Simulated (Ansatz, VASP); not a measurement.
## One calculation of TaRu2, two programs

INCAR

```
SYSTEM = TaRu2
  ALGO = Normal
  EDIFF = 1E-7
  ENCUT = 520
  GGA = PE
  ISIF = 2
  ISMEAR = 0
  ISPIN = 2
  LASPH = .TRUE.
  LCHARG = .FALSE.
  LMAXMIX = 4
  LORBIT = 11
  LREAL = .FALSE.
  LWAVE = .FALSE.
  MAGMOM = 0 1 1
  NBANDS = 30
  NELM = 150
  PREC = Accurate
  SIGMA = 0.1
```

File KPOINTS:

```
k-points
0
G
  6 6 6
  0 0 0
```

Contents of POSCAR:

```
TaRu2
1.0
    4.6311068293      0.0000000000      0.0000000000
   -2.3155534147      4.0106561618      0.0000000000
    0.0000000000      0.0000000000      2.6839027549
Ta Ru
1 2
Direct
    0.0000000000      0.0000000000      0.0000000000
    0.3333333333      0.6666666667      0.0000000000
    0.6666666667      0.3333333333      0.0000000000
```

Input for Ansatz:

```yaml
crystal:
  lattice:
    - [4.6311068293, 0.0, 0.0]
    - [-2.3155534147, 4.0106561618, 0.0]
    - [0.0, 0.0, 2.6839027549]
  atoms:
    - { symbol: Ta, position: [0.0, 0.0, 0.0] }
    - { symbol: Ru, position: [0.3333333333, 0.6666666667, 0.0], spin: 1.0 }
    - { symbol: Ru, position: [0.6666666667, 0.3333333333, 0.0], spin: 1.0 }
basis:
  ecutwfc: 420
kpoints:
  mp_grid: { grid: [6, 6, 6] }
hamiltonian:
  xc: pbe
scf:
  occupations: { method: gaussian, width: 0.1 }
  lower_state_search: "off"
output:
  forces: true
  stress: true
  eigenvalues: true
  populations: true
magnetization:
  spin_polarized: true
```

Alike in both runs: task single point; functional PBE; k mesh 6 × 6 × 6; occupations gaussian, width 0.1 eV; collinear spin.

|  | VASP | Ansatz |
| --- | --- | --- |
| version | VASP 6.6.1 | Ansatz 0.2.0 |
| potentials or method | VASP PAW PBE potentials, release 64 (Ta_pv, Ru_pv), cutoff 520 eV | scalar-relativistic, plane waves, PAW |
| valence electrons in the cell | 39 | 45 |

```tsv
	VASP	Ansatz	Ansatz less VASP
gap on the k mesh at the Fermi level (eV)	none	none	-
pressure (GPa)	0.3	0.2	-0.12
traceless stress, the component that is largest in VASP (GPa)	-0.20	-0.13	+0.069
net moment per atom (μB)	0.00	0.00	0.000
```

A gap of «none» marks a metal or a gap that the smearing closes. VASP's potentials hold 39 valence electrons a cell and Ansatz's 45, so a difference there can come from the potentials and not from the codes. Ansatz's warnings: seeded moment not kept.

The k mesh is coarse, so the values compare programs but aren't converged. Spin-orbit coupling is off throughout.
